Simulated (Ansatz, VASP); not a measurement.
CeO2 in VASP and in Ansatz

```
CELL_PARAMETERS angstrom
0.00000 2.71865 2.71865
2.71865 0.00000 2.71865
2.71865 2.71865 0.00000
ATOMIC_POSITIONS crystal
Ce 0.00000 0.00000 0.00000
O 0.25000 0.25000 0.25000
O 0.75000 0.75000 0.75000
```

Alike in both runs: task single point; functional PBE; k mesh 8 × 8 × 8; no spin polarisation.

|  | VASP | Ansatz |
| --- | --- | --- |
| version | VASP 6.6.1 | Ansatz 0.2.0 |
| potentials or method | VASP PAW PBE potentials, release 64 (Ce, O) | plane waves, PAW |
| plane-wave cutoff (eV) | 520 | 420 |
| occupations | gaussian, width 0.01 eV | fixed |
| valence electrons in the cell | 24 | 24 |

Ansatz gave:

| Item | Value |
| --- | --- |
| gap on the k mesh at the Fermi level (eV) | 1.94 |
| pressure (GPa) | 2.7 |

Q: Estimate VASP's values.

A: gap on the k mesh at the Fermi level (eV): 1.91; pressure (GPa): 2.6.

Spin-orbit coupling is off throughout.
